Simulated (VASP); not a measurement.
**SnO2 (rutile type): single point with PBE**

Crystal: SnO2 (rutile type).

```
Sn O
1.0
     3.91893    0.00000    0.00000
     0.00000    3.91893    0.00000
     0.00000    0.00000    3.04600
Sn O
2 4
Direct
  0.00000 0.00000 0.00000
  0.50000 0.50000 0.50000
  0.31326 0.31326 0.00000
  0.68674 0.68674 0.00000
  0.81326 0.18674 0.50000
  0.18674 0.81326 0.50000
```

- Program: VASP 6.6.1
- Task: single point
- Functional: PBE
- Potentials or basis: VASP PAW PBE potentials, release 64 (Sn_d, O)
- Cutoff: 520 eV
- k mesh: 8 × 8 × 11
- Occupations: fermi-dirac, width 0.05 eV
- Spin: no spin polarisation

```yaml
Pressure: 244.3 GPa
Largest_force: 0.239 eV/Å
Band_gap_on_the_k_mesh: 5.55 eV, indirect (least direct gap 6.83 eV)
```

Forces in eV/Å, atoms in the order of the input:
```
Sn   0.000  0.000  0.000
Sn   0.000  0.000  0.000
O   -0.169 -0.169  0.000
O    0.169  0.169  0.000
O   -0.169  0.169  0.000
O    0.169 -0.169  0.000
```

Stress tensor (GPa, compression positive):
```
243.12   0.00   0.00
  0.00 243.12   0.00
  0.00   0.00 246.78
```

Levels at points of the mesh, in eV from the valence-band top:
```csv
k point,band 22,band 23,band 24,band 25,band 26,band 27,band 28,band 29,band 30,band 31
"(0.00, 0.00, 0.00)",-1.94,-1.94,-1.84,-1.84,-1.28,5.55,6.56,6.56,6.84,12.27
"(0.50, 0.00, 0.00)",-3.16,-2.02,-2.02,-1.39,-1.39,7.47,7.47,8.33,8.33,14.37
"(0.50, 0.50, 0.00)",-3.39,-2.11,-2.11,-1.89,-1.89,8.27,8.27,9.43,9.43,12.03
```

It took 88 s on 1 thread of Intel(R) Xeon(R) 6975P-C (Granite Rapids), with other jobs on the host, peak memory 0.23 GiB.

Caveat: spin-orbit coupling is left out, which moves the levels of the heavy elements. Expect the measured gap to be larger: semilocal functionals such as PBE lack the derivative discontinuity.
